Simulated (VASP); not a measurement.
Wanted: the native input for a VASP 6.6.1 run.

* Task: relaxation of cell and atoms
* Functional: PBE
* Potentials or basis: VASP PAW PBE potentials, release 64 (Cd, S)
* Cutoff: 600 eV
* k mesh: 11 × 11 × 6
* Occupations: fermi-dirac, width 0.08 eV
* Spin: no spin polarisation
* Target pressure: 100 GPa
* Dipole correction: no
* Further INCAR settings: ALGO = Normal; EDIFF = 1e-06; IBRION = 2; EDIFFG = -0.005; NSW = 60; ISIF = 3

The structure of CdS (NiAs type) lies in POSCAR:

```
CdS
1.0
    3.3711768404      0.0000000000      0.0000000000
   -1.6855884202      2.9195247845      0.0000000000
    0.0000000000      0.0000000000      5.2253241027
Cd S
2 2
Direct
    0.0000000000      0.0000000000      0.0000000000
    0.0000000000      0.0000000000      0.5000000000
    0.3333333333      0.6666666667      0.2500000000
    0.6666666667      0.3333333333      0.7500000000
```

These files were run (other wordings do the same):

INCAR

```
PREC = Accurate ; ENCUT = 600
EDIFF = 1E-6 ; ISMEAR = -1
SIGMA = 0.08 ; LREAL = F
LASPH = T ; NELM = 60
ALGO = Normal ; ISIF = 3
LWAVE = F ; LCHARG = F
GGA = PE ; IBRION = 2
NSW = 60 ; EDIFFG = -0.005
PSTRESS = 1000.0
```

KPOINTS

```
Automatic mesh
0
Gamma
  11 11 6
```

Potentials or basis: VASP PAW PBE potentials, release 64 (Cd, S).

Launch:

```bash
$ cat potpaw_PBE.64/Cd/POTCAR potpaw_PBE.64/S/POTCAR > POTCAR
$ mpirun -np 1 vasp_std > vasp.out
```

Results of the run:

```yaml
Relaxed_volume: 13.14 Å³/atom
Relaxed_cell: a = 3.171 Å, b = 3.171 Å, c = 6.034 Å, α = 90.00°, β = 90.00°, γ = 120.00°
Space_group_after_relaxing_to_0.05_Å: P6_3/mmc (No. 194)
Energy_change_on_relaxing_the_enthalpy_is_what_falls: -315.5 meV/atom
Ionic_steps: 16
Pressure_after_relaxing: 100.0 GPa
Band_gap_on_the_k_mesh: zero (band 18 reaches 9.24 eV, above the bottom of band 19 at 9.01 eV)
```

Caveat: the cell is relaxed towards a set pressure, so the enthalpy falls and the energy may rise.

Wall time 4.7 min on 1 thread of Intel(R) Xeon(R) 6975P-C (Granite Rapids) (shared host), peak memory 0.23 GiB.
